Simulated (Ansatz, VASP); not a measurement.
One calculation of GaP, two programs

Contents of INCAR:

```
PREC = Accurate
ENCUT = 500
EDIFF = 1E-6
ISMEAR = 0
SIGMA = 0.01
LREAL = F
LASPH = T
NELM = 120
ALGO = Normal
ISIF = 2
LWAVE = F
LCHARG = F
GGA = PE
NBANDS = 16
GGA_COMPAT = F
```

Contents of KPOINTS:

```
Automatic mesh
0
Gamma
  8 8 8
```

POSCAR

```
GaP
1.0
    0.0000000000      2.7532515429      2.7532515429
    2.7532515429      0.0000000000      2.7532515429
    2.7532515429      2.7532515429      0.0000000000
Ga P
1 1
Direct
    0.0000000000      0.0000000000      0.0000000000
    0.2500000000      0.2500000000      0.2500000000
```

Input for Ansatz:

```yaml
crystal:
  lattice:
    - [0.0, 2.7532515429, 2.7532515429]
    - [2.7532515429, 0.0, 2.7532515429]
    - [2.7532515429, 2.7532515429, 0.0]
  atoms:
    - { symbol: Ga, position: [0.0, 0.0, 0.0] }
    - { symbol: P, position: [0.25, 0.25, 0.25] }
basis:
  ecutwfc: 420
kpoints:
  mp_grid: { grid: [8, 8, 8] }
  band_path:
    path:
      - [0.0, 0.0, 0.0]
      - [0.0, 0.0, 0.0]
      - [0.0, 0.0, 0.0]
      - [0.0, 0.0, 0.0]
      - [0.0, 0.0, 0.0]
      - [0.0, 0.0, 0.0]
      - [0.0, 0.0, 0.0]
      - [0.0, 0.0, 0.0]
      - [0.0, 0.0, 0.0]
      - [0.0, 0.0, 0.0]
      - [0.0, 0.0, 0.0]
      - [0.0, 0.0, 0.0]
      - [0.0, 0.0, 0.0]
      - [0.0, 0.0, 0.0]
      - [0.0, 0.0, 0.0]
      - [0.0, 0.0, 0.0]
      - [0.0, 0.0, 0.0]
      - [0.0, 0.0, 0.0]
      - [0.0, 0.0, 0.0]
      - [0.0, 0.0, 0.0]
      - [0.0, 0.0, 0.0]
      - [0.0, 0.0, 0.0]
      - [0.0, 0.0, 0.0]
      - [0.0, 0.0, 0.0]
      - [0.0, 0.0, 0.0]
      - [0.0, 0.0, 0.0]
      - [0.3, 0.3, 0.0]
      - [0.3166666667, 0.3166666667, 0.0]
      - [0.3333333333, 0.3333333333, 0.0]
      - [0.35, 0.35, 0.0]
      - [0.3666666667, 0.3666666667, 0.0]
      - [0.3833333333, 0.3833333333, 0.0]
      - [0.4, 0.4, 0.0]
      - [0.4166666667, 0.4166666667, 0.0]
      - [0.4333333333, 0.4333333333, 0.0]
      - [0.45, 0.45, 0.0]
      - [0.4666666667, 0.4666666667, 0.0]
      - [0.4833333333, 0.4833333333, 0.0]
      - [0.5, 0.5, 0.0]
      - [0.5, 0.5, 0.5]
      - [0.5, 0.5, 0.5]
      - [0.5, 0.5, 0.5]
      - [0.5, 0.5, 0.5]
      - [0.5, 0.5, 0.5]
      - [0.5, 0.5, 0.5]
      - [0.5, 0.5, 0.5]
      - [0.5, 0.5, 0.5]
      - [0.5, 0.5, 0.5]
      - [0.5, 0.5, 0.5]
      - [0.5, 0.5, 0.5]
      - [0.5, 0.5, 0.5]
      - [0.5, 0.5, 0.5]
    npoints: 1
hamiltonian:
  xc: pbe
  pseudopotentials: { kind: paw, azcp: { folder: soft_1 } }
scf:
  occupations: { method: fixed }
  n_extra_bands: 5
output:
  eigenvalues: true
```

Alike in both runs: task single point; functional PBE; k mesh 8 × 8 × 8; no spin polarisation.

|  | VASP | Ansatz |
| --- | --- | --- |
| version | VASP 6.6.1 | Ansatz 0.2.0 |
| potentials or method | VASP PAW PBE potentials, release 64 (Ga_d, P), cutoff 500 eV | scalar-relativistic, plane waves, PAW |
| occupations | gaussian, width 0.01 eV | fixed |
| valence electrons in the cell | 18 | 18 |

```tsv
	VASP	Ansatz	Ansatz less VASP
gap on the k mesh at the Fermi level (eV)	1.57	1.58	+0.004
least direct gap on the mesh (eV)	1.57	1.58	+0.004
```
